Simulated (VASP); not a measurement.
# GaSi62 (a cell with a defect) in VASP: single point with PBE

Aim: the single point of GaSi62 (a cell with a defect) with PBE.

All numbers are computed with VASP 6.6.1; they aren't measurements. Logs are shortened: lines on timing, memory, paths and dates and some standing lists are left out, and cuts for length are marked.

### Step 1. The cell of the first run

The cell holds a defect, 63 atoms: a = 10.860 Å, b = 10.860 Å, c = 10.860 Å, α = 90.00°, β = 90.00°, γ = 90.00°.

### Step 2. Single point, PBE, collinear spin, ferromagnetic start

File INCAR:

```
PREC = Accurate
ENCUT = 520
EDIFF = 1E-7
ISMEAR = -1
SIGMA = 0.02
LREAL = Auto
LASPH = T
NELM = 150
ALGO = Normal
ISIF = 2
LWAVE = F
LCHARG = T
ISPIN = 2
MAGMOM = 0 0 0 0 0 0 0 0 0 0 0 0 0 0 0 0 0 0 0 0 0 0 0 0 0 0 0 0 0 0 0 0 0 0 0 0 0 0 0 0 0 0 0 0 0 0 0 0 0 0 0 0 0 0 0 0 0 0 0 0 0 0 1
LORBIT = 11
GGA = PE
LELF = T
LVHAR = T
NBANDS = 172
NELECT = 263.0
```

File KPOINTS:

```
Automatic mesh
0
Gamma
  1 1 1
```

File POSCAR:

```
GaSi62
1.0
   10.8600000000      0.0000000000      0.0000000000
    0.0000000000     10.8600000000      0.0000000000
    0.0000000000      0.0000000000     10.8600000000
Si Ga
62 1
Direct
    0.5000407914     -0.0000395405     -0.0005539619
    0.6236348985      0.1264948568      0.1262120214
    0.7499316304      0.2496564895      0.0007536000
    0.8757130420      0.3746975474      0.1266479057
    0.7501862238      0.0012787791      0.2493629396
    0.8759375269      0.1274557700      0.3741535035
    0.0010984094      0.0006139201      0.0001178274
    0.1226508341      0.1295598655      0.1291752311
    0.2486776475      0.2512302475      0.0018069687
    0.3701711813      0.3774103491      0.1291828339
    0.4992692673      0.4989227152      0.0001461181
    0.6234429394      0.6257142037      0.1235993314
    0.7502207695      0.7496353154     -0.0016357464
    0.8741491420      0.8765215291      0.1234466497
    0.2487021132      0.0022900612      0.2508785214
    0.3703309585      0.1297381244      0.3768596084
    0.4976652243      0.2513259172      0.2507115927
    0.6248769102      0.3749110291      0.3743740966
    0.7477543433      0.5000675184      0.2470908754
    0.8753707301      0.6247132873      0.3664061481
    0.4994066370      0.0007336960      0.4983614953
    0.6235438750      0.1239992493      0.6253382966
    0.7477108168      0.2475882343      0.4995921650
    0.8752589358      0.3671019860      0.6241359833
    0.7503060296     -0.0011101898      0.7493605923
    0.8742811514      0.1241253002      0.8760359059
    0.0001673300      0.4999124630      0.0000153378
    0.1253909471      0.6239981400      0.1270423899
    0.2501629764      0.7497951480      0.0008673200
    0.3732679095      0.8764411923      0.1260344988
    0.0039612898      0.2586684820      0.2578338117
    0.2412893632      0.4957452781      0.2585213115
    0.3727204694      0.6242703928      0.3741009670
    0.4987073493      0.7500657127      0.2491156895
    0.6255948403      0.8744277114      0.3734636294
    0.0000480852      0.0005241231      0.4994496706
    0.1253626908      0.1271316889      0.6238402970
    0.2411607974      0.2584305671      0.4955059868
    0.3725124291      0.3746709716      0.6235162305
    0.4994350772      0.4998671492      0.4993049803
    0.6265935872      0.6244768580      0.6241501751
    0.7519282849      0.7479005401      0.4976520426
    0.8752131685      0.8734421377      0.6241020918
    0.2503233734      0.0011831650      0.7496306061
    0.3734724770      0.1266998091      0.8758669162
    0.4986620061      0.2498135543      0.7492460740
    0.6254419142      0.3739318765      0.8739314993
    0.7519724201      0.4981240941      0.7476372876
    0.8754322811      0.6246589811      0.8728751503
   -0.0000776888      0.7523426581      0.2470116348
    0.1250184301      0.8751418444      0.3744650210
    0.1331758111      0.6246114858      0.6241444854
    0.2524186669      0.7523049123      0.4995192664
    0.3759182068      0.8766124509      0.6251789284
   -0.0000897218      0.2476432322      0.7516846122
    0.1250829919      0.3748896354      0.8746294334
    0.2524763354      0.5000670148      0.7518566935
    0.3759962370      0.6258870307      0.8760029230
    0.5011070360      0.7497676077      0.7490615152
    0.6256386351      0.8742780964      0.8738168426
    0.0018473740      0.7480027595      0.7473430445
    0.1259996127      0.8742860786      0.8739654918
    0.0011268780      0.4990075959      0.4983820409
```

Potentials or basis: VASP PAW PBE potentials, release 64 (Si, Ga_d).

Command:

```bash
> cat potpaw_PBE.64/Si/POTCAR potpaw_PBE.64/Ga_d/POTCAR > POTCAR
> mpirun -np 1 vasp_gam > vasp.out
```

OUTCAR:

```text
PREC = Accurate
   ENCUT = 520
   EDIFF = 1E-7
   ISMEAR = -1
   LREAL = Auto
   LASPH = T
   NELM = 150
   ISIF = 2
   ISPIN = 2
   LORBIT = 11
   GGA = PE
   NELECT = 263.0

 ion  position               nearest neighbor table
   1  0.500  1.000  0.999-  30 2.36  60 2.36  45 2.36   2 2.36
   2  0.624  0.126  0.126-   3 2.35   5 2.35  17 2.35   1 2.36
   3  0.750  0.250  0.001-  26 2.35   2 2.35  47 2.36   4 2.36
   4  0.876  0.375  0.127-  19 2.34  31 2.36  27 2.36   3 2.36
   5  0.750  0.001  0.249-  14 2.35   2 2.35  35 2.35   6 2.36
   6  0.876  0.127  0.374-  23 2.34  31 2.36  36 2.36   5 2.36
[... 54 lines left out ...]
  61  0.002  0.748  0.747-  49 2.35  43 2.35  62 2.36  52 2.37
  62  0.126  0.874  0.874-  44 2.35  29 2.35  61 2.36   7 2.37
  63  0.001  0.499  0.498-  52 2.40  20 2.40  24 2.41

  LATTYP: Found a simple cubic cell.
 ALAT       =    10.8600000000

  Lattice vectors:

 A1 = (  10.8600000000,   0.0000000000,   0.0000000000)
 A2 = (   0.0000000000,  10.8600000000,   0.0000000000)
 A3 = (   0.0000000000,   0.0000000000,  10.8600000000)

Analysis of symmetry for initial positions (statically):
=====================================================================
 Subroutine PRICEL returns:
 Original cell was already a primitive cell.

 Routine SETGRP: Setting up the symmetry group for a
 simple cubic supercell.

 Subroutine GETGRP returns: Found  1 space group operations
 (whereof  1 operations were pure point group operations)
 out of a pool of 48 trial point group operations.

The static configuration has the point symmetry C_1 .

Analysis of symmetry for dynamics (positions and initial velocities):
=====================================================================
 Subroutine PRICEL returns:
 Original cell was already a primitive cell.

 Routine SETGRP: Setting up the symmetry group for a
 simple cubic supercell.

 Subroutine GETGRP returns: Found  1 space group operations
 (whereof  1 operations were pure point group operations)
 out of a pool of 48 trial point group operations.

The dynamic configuration has the point symmetry C_1 .

Analysis of structural, dynamic, and magnetic symmetry:
=====================================================================
 Subroutine PRICEL returns:
 Original cell was already a primitive cell.

[... 241 lines left out ...]
   NGX = 41   NGY = 41   NGZ = 41

 number of electron     262.9999990 magnetization       2.8820790

 Free energy of the ion-electron system (eV)
  ---------------------------------------------------
  ext. energy  EPLUGINS =         0.00000000
  ---------------------------------------------------
  free energy    TOTEN  =      -317.57984964 eV

  energy without entropy =     -317.55237144  energy(sigma->0) =     -317.56611054

 E-fermi :   6.3333     XC(G=0):  -9.3848

 val. band max:        6.3045913404   @ k =   0.0000   0.0000   0.0000
 cond. band min:       6.3876651224   @ k =   0.0000   0.0000   0.0000
 fundamental gap:      0.0830737820
 Fermi energy:         6.3332635689

 spin component 1

 k-point     1 :       0.0000    0.0000    0.0000
  band No.  band energies     occupation
      1      -8.8875      1.00000
      2      -8.8641      1.00000
      3      -8.8640      1.00000
      4      -8.7630      1.00000
      5      -8.7628      1.00000
      6      -6.2653      1.00000
[... 135 lines left out ...]
    142       6.8840      0.00000
    143       6.8901      0.00000
 Fermi energy:         6.3332635689

 spin component 2

 k-point     1 :       0.0000    0.0000    0.0000
  band No.  band energies     occupation
      1      -8.8850      1.00000
      2      -8.8599      1.00000
      3      -8.8598      1.00000
      4      -8.7558      1.00000
      5      -8.7556      1.00000
      6      -6.2278      1.00000
[... 135 lines left out ...]
    142       6.9385      0.00000
    143       6.9620      0.00000
 [bands above 143 left out]

------------------------ aborting loop because EDIFF is reached ----------------------------------------

  FORCE on cell =-STRESS in cart. coord.  units (eV):
  Direction    XX          YY          ZZ          XY          YZ          ZX
  --------------------------------------------------------------------------------------
  -------------------------------------------------------------------------------------
  Total       35.2262344     35.2260417     35.2206829      1.8037808     -1.7994603      1.8018748
  in kB       44.0643459     44.0641048     44.0574014      2.2563417     -2.2509372      2.2539575
  external PRESSURE =      44.0619507 kB  Pullay stress =       0.0000000 kB

 VOLUME and BASIS-vectors are now :
 -----------------------------------------------------------------------------
  energy-cutoff  :      520.00
  volume of cell :     1280.82
      direct lattice vectors                 reciprocal lattice vectors
    10.860000000  0.000000000  0.000000000     0.092081031  0.000000000  0.000000000
     0.000000000 10.860000000  0.000000000     0.000000000  0.092081031  0.000000000
     0.000000000  0.000000000 10.860000000     0.000000000  0.000000000  0.092081031

 POSITION                                       TOTAL-FORCE (eV/Angst)
 -----------------------------------------------------------------------------------
      5.43044     10.85957     10.85398        -0.001270      0.002022     -0.001220
      6.77267      1.37373      1.37066        -0.000556      0.004437      0.001935
      8.14426      2.71127      0.00818        -0.001747     -0.000863      0.002001
      9.51024      4.06922      1.37540        -0.007725     -0.001861     -0.009632
      8.14702      0.01389      2.70808        -0.002964     -0.002735     -0.002679
      9.51268      1.38417      4.06331        -0.008216     -0.010216      0.000340
[... 55 lines left out ...]
      1.36836      9.49475      9.49127        -0.000038     -0.001745     -0.002420
      0.01224      5.41922      5.41243         0.012482     -0.014486     -0.011928
 -----------------------------------------------------------------------------------
    total drift:                                0.016359     -0.019844     -0.025522

  FREE ENERGIE OF THE ION-ELECTRON SYSTEM (eV)
  ---------------------------------------------------
  free  energy   TOTEN  =      -317.5798496448 eV

  energy  without entropy=     -317.5523714414  energy(sigma->0) =     -317.56611054

 total charge

# of ion       s       p       d       tot
------------------------------------------
    1        0.749   0.952   0.000   1.701
    2        0.739   0.962   0.000   1.701
    3        0.744   0.954   0.000   1.698
    4        0.741   0.955   0.000   1.695
    5        0.744   0.954   0.000   1.698
    6        0.741   0.955   0.000   1.695
[... 55 lines left out ...]
   62        0.747   0.946   0.000   1.693
   63        0.938   0.784   9.956  11.677
--------------------------------------------------
tot         47.129  59.923   9.956 117.008

 magnetization (x)

# of ion       s       p       d       tot
------------------------------------------
    1        0.010   0.003   0.000   0.013
    2        0.000   0.005   0.000   0.005
    3        0.002   0.012   0.000   0.014
    4        0.001   0.016   0.000   0.017
    5        0.002   0.011   0.000   0.014
    6        0.001   0.016   0.000   0.017
[... 55 lines left out ...]
   62       -0.001   0.010   0.000   0.009
   63        0.006   0.005   0.004   0.016
--------------------------------------------------
tot          0.239   0.646   0.004   0.889
```

Wall time 17 min (1 thread of AMD EPYC 7R43 (Zen 3), shared host); peak memory 1.5 GiB.

Results:

- Free energy: -317.5798 eV
- Largest force: 0.023 eV/Å
- Net moment: 2.88 μB per cell
- Site moments: Si +0.01, +0.02, +0.00, -0.00, +0.13; Ga +0.02 μB
- Valence electrons inside the program's atomic spheres: Si 1.70, 1.69, 1.71, 1.65; Ga 11.68

Forces on the atoms (eV/Å):
```
Si  -0.001  0.002 -0.001
Si  -0.001  0.004  0.002
Si  -0.002 -0.001  0.002
Si  -0.008 -0.002 -0.010
Si  -0.003 -0.003 -0.003
Si  -0.008 -0.010  0.000
Si   0.000 -0.001  0.000
Si   0.001 -0.005 -0.008
Si   0.004 -0.001  0.001
Si   0.009 -0.002 -0.006
Si   0.000  0.001  0.001
Si   0.001  0.005 -0.003
Si   0.000 -0.001  0.005
Si  -0.005  0.002  0.002
Si   0.003  0.004 -0.002
Si   0.006 -0.006 -0.001
Si  -0.004 -0.001 -0.004
Si  -0.006 -0.004  0.001
Si  -0.011 -0.002 -0.009
Si   0.001  0.003  0.013
Si  -0.001 -0.003  0.004
Si   0.000  0.001  0.003
Si  -0.007 -0.005 -0.004
Si   0.003  0.007 -0.002
Si  -0.001  0.003 -0.002
Si  -0.005  0.000 -0.001
Si   0.005 -0.003  0.002
Si   0.001  0.006 -0.010
Si   0.003  0.000  0.000
Si  -0.003  0.000  0.002
Si   0.005  0.004  0.007
Si  -0.005 -0.001  0.001
Si   0.011  0.005 -0.003
Si   0.002 -0.001  0.002
Si   0.002 -0.003  0.000
Si   0.004  0.005 -0.004
Si  -0.001 -0.009  0.006
Si  -0.001  0.006 -0.006
Si   0.011 -0.002  0.007
Si  -0.001  0.002 -0.001
Si  -0.004  0.001  0.000
Si  -0.004  0.004  0.006
Si   0.005 -0.004 -0.002
Si   0.001 -0.002  0.000
Si  -0.004  0.001  0.000
Si   0.002 -0.001  0.003
Si   0.004 -0.002 -0.003
Si  -0.003  0.008  0.002
Si   0.002  0.001  0.003
Si   0.000  0.007 -0.011
Si   0.001  0.006 -0.001
Si  -0.017  0.000  0.002
Si   0.008  0.008  0.000
Si   0.000  0.000  0.006
Si   0.001 -0.007  0.009
Si   0.001  0.000  0.008
Si   0.008 -0.002  0.006
Si  -0.001  0.003 -0.002
Si  -0.003 -0.001  0.003
Si   0.002 -0.002 -0.002
Si  -0.009  0.003  0.003
Si   0.000 -0.002 -0.002
Ga   0.012 -0.014 -0.012
```

Levels at points of the mesh, in eV from the Fermi level:
Spin up:
| k point | band 131 | band 132 | band 133 | band 134 | band 135 | band 136 |
| --- | --- | --- | --- | --- | --- | --- |
| (0.00, 0.00, 0.00) | -0.13 | -0.13 | -0.03 | 0.05 | 0.05 | 0.10 |
Spin down:
```
           k point  band 127  band 128  band 129  band 130  band 131  band 132  band 133  band 134
(0.00, 0.00, 0.00)     -1.47     -0.87     -0.87     -0.83      0.08      0.08      0.10      0.10
```

Caveat: the k points lie up to 0.58 Å⁻¹ apart; the cell carries a net charge on a neutralising background, which shifts energy and pressure; the cell is charged against a uniform background, so pressure and absolute levels hang on convention.
